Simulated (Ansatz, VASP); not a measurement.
# Two plane-wave programs on Fe

The input INCAR:

```
SYSTEM = Fe
PREC     = Accurate       ! precision mode
ENCUT    = 600            ! plane-wave cutoff, eV
EDIFF    = 1E-6           ! SCF threshold, eV
ISMEAR   = -1             ! smearing method
SIGMA    = 0.05           ! smearing width, eV
LREAL    = .FALSE.        ! projectors in reciprocal space
LASPH    = .TRUE.         ! aspherical terms in the spheres
NELM     = 150            ! most SCF steps
ALGO     = Normal         ! electronic algorithm
ISIF     = 3              ! what is computed and relaxed
LWAVE    = .FALSE.        ! write WAVECAR
LCHARG   = .FALSE.        ! write CHGCAR
ISPIN    = 2              ! spin polarisation
MAGMOM   = 2.5            ! initial moments
LORBIT   = 11             ! projections on sites
LMAXMIX  = 4              ! l up to which the mixer works
GGA      = B5             ! functional
ALDAX    = 1.0          
AGGAX    = 1.0          
AGGAC    = 1.0          
ALDAC    = 0.0          
IBRION   = 2              ! ionic algorithm
NSW      = 80             ! ionic steps
EDIFFG   = -0.01          ! ionic threshold
```

KPOINTS

```
regular mesh
0
G
  15 15 15
  0 0 0
```

Contents of POSCAR:

```
Fe
1.0
   -1.4332500000      1.4332500000      1.4332500000
    1.4332500000     -1.4332500000      1.4332500000
    1.4332500000      1.4332500000     -1.4332500000
Fe
1
Direct
    0.0000000000      0.0000000000      0.0000000000
```

Input for Ansatz:

```yaml
crystal:
  lattice:
    - [-1.43325, 1.43325, 1.43325]
    - [1.43325, -1.43325, 1.43325]
    - [1.43325, 1.43325, -1.43325]
  atoms:
    - { symbol: Fe, position: [0.0, 0.0, 0.0], spin: 2.5 }
hamiltonian:
  xc: blyp
  pseudopotentials:
    kind: paw
    azcp:
      Fe: "pseudopotentials/Fe.paw.azcp"
basis:
  ecutwfc: 420
  fft_grid_basis: typed
kpoints:
  mp_grid: { grid: [15, 15, 15], shift: [0, 0, 0] }
magnetization:
  spin_polarized: true
scf:
  occupations: { method: fermi_dirac, width: 0.05 }
relax:
  max_steps: 60
  f_tol: 0.01
  cell: {}
```

Alike in both runs: task relaxation of cell and atoms; functional BLYP; k mesh 15 × 15 × 15; occupations fermi-dirac, width 0.05 eV; collinear spin.

|  | VASP | Ansatz |
| --- | --- | --- |
| version | VASP 6.6.1 | Ansatz 0.2.0 |
| potentials or method | VASP PAW PBE potentials, release 64 (Fe), cutoff 600 eV | plane waves (420 eV) with PAW, scalar-relativistic |
| valence electrons in the cell | 8 | 16 |

Ansatz gave:

* net moment per atom (μB): 2.23
* size of the moment on the site where the two differ most (μB): 2.28
* relaxed volume (Å³/atom): 11.88
* relaxed cell length with the largest relative difference (Å): 2.490

Q: What did VASP give for the same quantities?

A: net moment per atom (μB): 2.25; size of the moment on the site where the two differ most (μB): 2.25; relaxed volume (Å³/atom): 11.90; relaxed cell length with the largest relative difference (Å): 2.491.

VASP's potentials were made for PBE, not for BLYP. Site moments also hang on the region over which each program counts them. VASP's potentials hold 8 valence electrons a cell and Ansatz's 16, so a difference there can come from the potentials and not from the codes.
